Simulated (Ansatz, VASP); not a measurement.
## NbSb: VASP beside Ansatz

```
Nb Sb
1.0
     0.00000    3.17570    3.17570
     3.17570    0.00000    3.17570
     3.17570    3.17570    0.00000
Nb Sb
1 1
Direct
  0.00000 0.00000 0.00000
  0.25000 0.25000 0.25000
```

Alike in both runs: task single point; functional r2SCAN; k mesh 10 × 10 × 10; occupations gaussian, width 0.05 eV; no spin polarisation.

|  | VASP | Ansatz |
| --- | --- | --- |
| version | VASP 6.6.1 | Ansatz 0.2.0 |
| potentials or method | VASP PAW PBE potentials, release 64 (Nb_sv, Sb), cutoff 520 eV | scalar-relativistic, plane waves, PAW |
| valence electrons in the cell | 18 | 28 |

|  | VASP | Ansatz | Ansatz less VASP |
| --- | --- | --- | --- |
| gap on the k mesh at the Fermi level (eV) | none | none | - |
| pressure (GPa) | -2.6 | -2.6 | +0.01 |

VASP's potentials were made for PBE, not for r2SCAN. A gap of «none» marks a metal or a gap that the smearing closes. The functional is the same, so the differences come from potentials, cutoffs and numerics. VASP's potentials hold 18 valence electrons a cell and Ansatz's 28, so a difference there can come from the potentials and not from the codes.

Spin-orbit coupling is off throughout.
